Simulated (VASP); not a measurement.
# RbBr in VASP: notebook, part 2 of 2

VASP 6.6.1. The steps go on from the part before.

**4. Single point, PBE (uniaxial x strain +5.1%)**

The input, INCAR:

```
PREC = Accurate ; ENCUT = 520
EDIFF = 1E-7 ; ISMEAR = -1
SIGMA = 0.02 ; LREAL = F
LASPH = T ; NELM = 100
ALGO = Normal ; ISIF = 2
LWAVE = F ; LCHARG = F
GGA = PE ; NBANDS = 15
```

The input, KPOINTS:

```
Automatic mesh
0
Gamma
  6 6 6
```

The input, POSCAR:

```
RbBr
1.0
    0.0000000000      3.4608261073      3.4608261073
    3.6362899909      0.0000000000      3.4608261073
    3.6362899909      3.4608261073      0.0000000000
Rb Br
1 1
Direct
    0.0000000000      0.0000000000      0.0000000000
    0.5000000000      0.5000000000      0.5000000000
```

Potentials or basis: VASP PAW PBE potentials, release 64 (Rb_sv, Br).

On the command line:

```console
$ cat potpaw_PBE.64/Rb_sv/POTCAR potpaw_PBE.64/Br/POTCAR > POTCAR
$ mpirun -np 1 vasp_std > vasp.out
```

OUTCAR:

```text
PREC = Accurate
   ENCUT = 520
   EDIFF = 1E-7
   ISMEAR = -1
   LREAL = F
   LASPH = T
   NELM = 100
   ISIF = 2
   GGA = PE

 ion  position               nearest neighbor table
   1  0.000  0.000  0.000-   2 3.46   2 3.46   2 3.46   2 3.46   2 3.64   2 3.64
   2  0.500  0.500  0.500-   1 3.46   1 3.46   1 3.46   1 3.46   1 3.64   1 3.64

  LATTYP: Found a body centered tetragonal cell.
 ALAT       =     4.8943472180
 C/A-ratio  =     1.4859141900

  Lattice vectors:

 A1 = (   3.6362899909,   0.0000000000,   3.4608261073)
 A2 = (   3.6362899909,   0.0000000000,  -3.4608261073)
 A3 = (  -3.6362899909,   3.4608261073,   0.0000000000)

Analysis of symmetry for initial positions (statically):
=====================================================================
 Subroutine PRICEL returns:
 Original cell was already a primitive cell.

 Routine SETGRP: Setting up the symmetry group for a
 body centered tetragonal supercell.

 Subroutine GETGRP returns: Found 16 space group operations
 (whereof 16 operations were pure point group operations)
 out of a pool of 16 trial point group operations.

The static configuration has the point symmetry D_4h.

Analysis of symmetry for dynamics (positions and initial velocities):
=====================================================================
 Subroutine PRICEL returns:
 Original cell was already a primitive cell.

 Routine SETGRP: Setting up the symmetry group for a
 body centered tetragonal supercell.

 Subroutine GETGRP returns: Found 16 space group operations
 (whereof 16 operations were pure point group operations)
 out of a pool of 16 trial point group operations.

The dynamic configuration has the point symmetry D_4h.

 Subroutine INISYM returns: Found 16 space group operations
 (whereof 16 operations are pure point group operations),
 and found     1 'primitive' translations

----------------------------------------------------------------------------------------

                                     Primitive cell

  volume of cell :      87.1060

  direct lattice vectors                    reciprocal lattice vectors
     0.000000000  3.460826107  3.460826107    -0.137502785  0.144474176  0.144474176
     3.636289991  0.000000000  3.460826107     0.137502785 -0.144474176  0.144474176
     3.636289991  3.460826107  0.000000000     0.137502785  0.144474176 -0.144474176

  length of vectors
     4.894347218  5.019952414  5.019952414     0.246277467  0.246277467  0.246277467

  position of ions in fractional coordinates (direct lattice)
     0.000000000  0.000000000  0.000000000
     0.500000000  0.500000000  0.500000000

  ion indices of the primitive-cell ions
   primitive index   ion index
                 1           1
                 2           2

----------------------------------------------------------------------------------------

 KPOINTS: Automatic mesh

Automatic generation of k-mesh.
 Grid dimensions read from file:
 generate k-points for:    6    6    6

 Generating k-lattice:

[... 22 lines left out ...]
  0.166667  0.166667  0.000000      4.000000
  0.333333  0.166667 -0.000000     16.000000
[... 16 lines left out ...]
 -0.333333  0.500000  0.166667      4.000000
  0.333333 -0.333333  0.166667      8.000000
 [... further k-points ...]
   k-points           NKPTS =     30   k-points in BZ     NKDIM =     30   number of bands    NBANDS=     15
   number of dos      NEDOS =    301   number of ions     NIONS =      2
   total plane-waves  NPLWV =  57600
   dimension x,y,z NGX =    36 NGY =   40 NGZ =   40
   dimension x,y,z NGXF=    72 NGYF=   80 NGZF=   80
   ions per type =               1   1
   NGX,Y,Z   is equivalent  to a cutoff of  12.23, 13.25, 13.25 a.u.
   NGXF,Y,Z  is equivalent  to a cutoff of  24.46, 26.49, 26.49 a.u.
 SYSTEM =  unknown system
   PREC   = accura    normal or accurate (medium, high low for compatibility)
   ISTART =      0    job   : 0-new  1-cont  2-samecut
   ICHARG =      2    charge: 1-file 2-atom 10-const
   ISPIN  =      1    spin polarized calculation?
   LNONCOLLINEAR =      F non collinear calculations
   LSORBIT =      F    spin-orbit coupling
   LASPH  =      T    aspherical Exc in radial PAW
   ENCUT  =  520.0 eV  38.22 Ry    6.18 a.u.   9.10  9.33  9.33*2*pi/ulx,y,z
   NELM   =    100;   NELMIN=  2; NELMDL= -5     # of ELM steps
   EDIFF  = 0.1E-06   stopping-criterion for ELM
   LREAL  =      F    real-space projection
   EDIFFG = 0.1E-05   stopping-criterion for IOM
   NSW    =      0    number of steps for IOM
   IBRION =     -1    ionic relax: 0-MD 1-quasi-New 2-CG
   NFREE  =      0    steps in history (QN), initial steepest desc. (CG)
   ISIF   =      2    stress and relaxation
   ISYM   =      2    0-nonsym 1-usesym 2-fastsym
   POTIM  = 0.5000    time-step for ionic-motion
   TEBEG  =    0.0;   TEEND  =   0.0 temperature during run
   PSTRESS=    0.0 pullay stress
   NELECT =      16.0000    total number of electrons
   NUPDOWN=      -1.0000    fix difference up-down
   EMIN   =  10.00;   EMAX   =-10.00  energy-range for DOS
   EFERMI =   0.00;   METHOD = LEGACY
   ISMEAR =    -1;   SIGMA  =   0.02  broadening in eV -4-tet -1-fermi 0-gaus
   EFERMI_NEDOS =   21; number of points for ismear=-14 and -15
   IALGO  =     38    algorithm
   IMIX   =      4    mixing-type and parameters
     AMIX     =   0.40;   BMIX     =  1.00
     AMIX_MAG =   1.60;   BMIX_MAG =  1.00
  volume/ion in A,a.u.               =      43.55       293.91
  Fermi-wavevector in a.u.,A,eV,Ry     =   0.930605  1.758589 11.782999  0.866026
  Thomas-Fermi vector in A             =   2.057011
   LORBIT       =      0    0 simple, 1 ext, 2 COOP (PROOUT), +10 PAW based schemes
   GGA     = PE    functional components
   LHFCALC =     F    Hartree Fock is set to
   AEXX    =    0.0000 exact exchange contribution
   IVDW    =     0    specifies the selected vdW correction
   LEPSILON=     F    determine dielectric tensor
   LRPA    =     F    only Hartree local field effects (RPA)
 non-spin polarized calculation
  energy-cutoff  :      520.00
  volume of cell :       87.11
 maximum number of plane-waves:      2370
   NGX = 19   NGY = 19   NGZ = 19

 number of electron      15.9999999 magnetization

 Free energy of the ion-electron system (eV)
  ---------------------------------------------------
  ext. energy  EPLUGINS =         0.00000000
  ---------------------------------------------------
  free energy    TOTEN  =        -6.10639368 eV

  energy without entropy =       -6.10639368  energy(sigma->0) =       -6.10639368

 E-fermi :  -1.5856     XC(G=0):  -6.9233

 val. band max:       -2.0217437993   @ k =   0.0000   0.0000   0.0000
 cond. band min:       2.1339635264   @ k =   0.0000   0.0000   0.0000
 fundamental gap:      4.1557073256
 Fermi energy:        -1.5856456049

 k-point     1 :       0.0000    0.0000    0.0000
  band No.  band energies     occupation
      1     -26.6146      2.00000
      2     -14.1442      2.00000
      3     -10.6906      2.00000
      4     -10.6852      2.00000
      5     -10.6852      2.00000
      6      -2.0533      2.00000
      7      -2.0217      2.00000
      8      -2.0217      2.00000
      9       2.1340      0.00000
     10       5.0376      0.00000
     11       5.3116      0.00000
     12       5.3116      0.00000
     13       5.9455      0.00000
     14       6.1675      0.00000
[... 401 lines left out ...]
      2     -14.1268      2.00000
      3     -10.7617      2.00000
      4     -10.7532      2.00000
      5     -10.6991      2.00000
      6      -2.5673      2.00000
      7      -2.3426      2.00000
      8      -2.3001      2.00000
      9       4.8078      0.00000
     10       5.0097      0.00000
     11       6.2390      0.00000
     12       6.5276      0.00000
     13       7.9457      0.00000
     14       8.2364      0.00000
     15       8.3006      0.00000

 [... further k-points ...]

------------------------ aborting loop because EDIFF is reached ----------------------------------------

  FORCE on cell =-STRESS in cart. coord.  units (eV):
  Direction    XX          YY          ZZ          XY          YZ          ZX
  --------------------------------------------------------------------------------------
  -------------------------------------------------------------------------------------
  Total       -0.3501350      0.1835026      0.1835026      0.0000000      0.0000000      0.0000000
  in kB       -6.4401799      3.3752410      3.3752410      0.0000000      0.0000000      0.0000000
  external PRESSURE =       0.1034340 kB  Pullay stress =       0.0000000 kB

 VOLUME and BASIS-vectors are now :
 -----------------------------------------------------------------------------
  energy-cutoff  :      520.00
  volume of cell :       87.11
      direct lattice vectors                 reciprocal lattice vectors
     0.000000000  3.460826107  3.460826107    -0.137502785  0.144474176  0.144474176
     3.636289991  0.000000000  3.460826107     0.137502785 -0.144474176  0.144474176
     3.636289991  3.460826107  0.000000000     0.137502785  0.144474176 -0.144474176

 POSITION                                       TOTAL-FORCE (eV/Angst)
 -----------------------------------------------------------------------------------
      0.00000      0.00000      0.00000         0.000000      0.000000      0.000000
      3.63629      3.46083      3.46083        -0.000000     -0.000000     -0.000000
 -----------------------------------------------------------------------------------
    total drift:                                0.000000      0.000000      0.000000

  FREE ENERGIE OF THE ION-ELECTRON SYSTEM (eV)
  ---------------------------------------------------
  free  energy   TOTEN  =        -6.1063936751 eV

  energy  without entropy=       -6.1063936751  energy(sigma->0) =       -6.10639368
```

It took 38 s on 1 thread of Intel Xeon 6975P-C, shared host; peak memory 0.24 GiB.

Results:

* Free energy: -6.1064 eV
* Pressure: 0.0 GPa
* Band gap on the k mesh: 4.16 eV, direct

Stress tensor (GPa, compression positive):
```
-0.64  0.00  0.00
 0.00  0.34  0.00
 0.00  0.00  0.34
```

Levels at points of the mesh, in eV from the valence-band top:
```tsv
k point	band 4	band 5	band 6	band 7	band 8	band 9	band 10	band 11	band 12	band 13
(0.00, 0.00, 0.00)	-8.66	-8.66	-0.03	0.00	0.00	4.16	7.06	7.33	7.33	7.97
(0.50, 0.00, 0.00)	-8.66	-8.62	-0.88	-0.31	-0.30	6.59	7.41	9.21	9.27	9.74
(0.50, 0.50, 0.00)	-8.73	-8.72	-0.44	-0.18	-0.17	5.65	6.85	8.86	9.07	9.14
(0.00, 0.50, 0.50)	-8.71	-8.71	-0.50	-0.13	-0.13	5.70	6.78	8.64	8.98	9.11
```

Caveat: the cell differs from its parent crystal (uniaxial x strain +5.1%).

**5. Overview**

```tsv
level	cell	smearing	gap on the mesh (eV)	pressure (GPa)
PBE	a = 4.991 Å, angles 60.0°, 2 atoms	fermi-dirac 0.02 eV	4.15	-0.2
r2SCAN	a = 4.991 Å, angles 60.0°, 2 atoms	gaussian 0.01 eV	4.75	-0.7
PBE	a = 4.894, b = 5.020, c = 5.020 Å, angles 58.4, 60.8, 60.8°, 2 atoms	fermi-dirac 0.02 eV	4.16	0.0
```

Alike in all rows: task single point; potentials or basis VASP PAW PBE potentials, release 64 (Rb_sv, Br); no spin polarisation; k mesh 6 × 6 × 6; cutoff (eV) 520.

Caveats: the PAW data sets were made with another functional, which shifts forces and pressure a little (some runs).

Absolute energies hang on the potentials; compare differences alone.
